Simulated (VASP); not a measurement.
Crystal: Cl.

```
Cl
1.0
     3.29222   -2.03432    0.00000
     3.29222    2.03432    0.00000
     0.00000    0.00000    8.09877
Cl
4
Direct
  0.87565 0.12435 0.10880
  0.62435 0.37565 0.60880
  0.12435 0.87565 0.89120
  0.37565 0.62435 0.39120
```

- Program: VASP 6.6.1
- Task: relaxation of cell and atoms
- Functional: PBE
- Potentials or basis: VASP PAW PBE potentials, release 64 (Cl)
- Cutoff: 600 eV
- k mesh: 8 × 8 × 4
- Occupations: gaussian, width 0.02 eV
- Spin: no spin polarisation

At the start: pressure 0.9 GPa; volume 27.12 Å³/atom.

**Question.** How do energy, volume and symmetry change on relaxing?

**Answer.** Over 42 steps the energy falls by 21.4 meV/atom and the volume is 34.66 Å³/atom (+27.8 %); space group Cmce (No. 64, to 0.1 Å) before and after.

Step by step:
```csv
step,energy change (eV),largest force (eV/Å),pressure (GPa),volume (Å³)
1,0.0000,0.1785,0.86,108.48
3,-0.0489,0.3088,1.17,117.87
5,-0.0687,0.0771,0.13,123.12
7,-0.0696,0.1743,-0.09,124.59
9,-0.0781,0.1197,-0.15,130.49
11,-0.0807,0.0555,-0.15,136.57
13,-0.0812,0.0472,0.02,135.78
15,-0.0824,0.0335,0.02,134.89
17,-0.0836,0.0057,0.05,132.93
19,-0.0841,0.0732,-0.10,134.73
21,-0.0842,0.0701,-0.10,134.88
23,-0.0846,0.0542,-0.07,135.58
25,-0.0852,0.0145,0.01,138.35
27,-0.0852,0.0060,0.00,138.00
29,-0.0853,0.0051,-0.01,138.12
31,-0.0853,0.0157,-0.04,138.60
33,-0.0853,0.0068,-0.03,138.46
35,-0.0853,0.0018,-0.02,138.78
37,-0.0853,0.0028,-0.02,139.29
39,-0.0853,0.0028,-0.02,139.27
41,-0.0854,0.0034,-0.04,138.99
42,-0.0854,0.0047,0.00,138.62
```

Final structure:
```yaml
crystal:
  lattice:
    - [3.82330, -2.16901, 0.00000]
    - [3.82330, 2.16901, 0.00000]
    - [0.00000, 0.00000, 8.35795]
  atoms:
    - { symbol: Cl, position: [0.88778, 0.11222, 0.10537] }
    - { symbol: Cl, position: [0.61222, 0.38778, 0.60537] }
    - { symbol: Cl, position: [0.11222, 0.88778, 0.89463] }
    - { symbol: Cl, position: [0.38778, 0.61222, 0.39463] }
```

Caveat: the volume moved by over 15 % at a fixed basis, so the end points are rough; this functional lacks dispersion, which holds the molecules together, so the pressure and a relaxed volume are unreliable.
